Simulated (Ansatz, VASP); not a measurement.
# Two plane-wave programs on KMgF3

INCAR

```
SYSTEM = KMgF3
  PREC = Accurate
  ENCUT = 520
  EDIFF = 1E-7
  ISMEAR = 0
  SIGMA = 0.05
  LREAL = .False.
  LASPH = .True.
  NELM = 80
  ALGO = Normal
  ISIF = 2
  LWAVE = .False.
  LCHARG = .True.
  GGA = PE
  LELF = .True.
  LVHAR = .True.
  NBANDS = 24
```

Contents of KPOINTS:

```
Automatic mesh
0
Gamma
  6 6 6
  0 0 0
```

The input POSCAR:

```
KMgF3
1.0
    3.8264640000      0.0000000000      0.0000000000
    0.0000000000      3.8264640000      0.0000000000
    0.0000000000      0.0000000000      3.6670280000
K Mg F
1 1 3
Direct
    0.5000000000      0.5000000000      0.5000000000
    0.0000000000      0.0000000000      0.0000000000
    0.5000000000      0.0000000000      0.0000000000
    0.0000000000      0.5000000000      0.0000000000
    0.0000000000      0.0000000000      0.5000000000
```

Input for Ansatz:

```yaml
crystal:
  lattice:
    - [3.826464, 0.0, 0.0]
    - [0.0, 3.826464, 0.0]
    - [0.0, 0.0, 3.667028]
  atoms:
    - { symbol: K, position: [0.5, 0.5, 0.5] }
    - { symbol: Mg, position: [0.0, 0.0, 0.0] }
    - { symbol: F, position: [0.5, 0.0, 0.0] }
    - { symbol: F, position: [0.0, 0.5, 0.0] }
    - { symbol: F, position: [0.0, 0.0, 0.5] }
basis:
  ecutwfc: 420
kpoints:
  mp_grid: { grid: [6, 6, 6] }
hamiltonian:
  xc: pbe
scf:
  occupations: { method: gaussian, width: 0.05 }
output:
  forces: true
  stress: true
  eigenvalues: true
  write_density: true
  write_potential: true
  elf: true
  volumetric_format: npy
```

Change from the starting cell: strain -0.040 along x and y, -0.080 along z, atoms carried along.

Alike in both runs: task single point; functional PBE; k mesh 6 × 6 × 6; occupations gaussian, width 0.05 eV; no spin polarisation.

```csv
,VASP,Ansatz
version,VASP 6.6.1,Ansatz 0.2.0
potentials or method,"VASP PAW PBE potentials, release 64 (K_sv, Mg, F), cutoff 520 eV","scalar-relativistic, plane waves, PAW"
valence electrons in the cell,32,40
```

|  | VASP | Ansatz | Ansatz less VASP |
| --- | --- | --- | --- |
| gap on the k mesh at the Fermi level (eV) | 8.66 | 8.69 | +0.028 |
| least direct gap on the mesh (eV) | 8.98 | 9.01 | +0.024 |
| pressure (GPa) | 23.2 | 23.5 | +0.23 |
| traceless stress, the component that is largest in VASP (GPa) | 6.15 | 6.07 | -0.083 |

The functional is the same, so the differences come from potentials, cutoffs and numerics. VASP's potentials hold 32 valence electrons a cell and Ansatz's 40, so a difference there can come from the potentials and not from the codes.
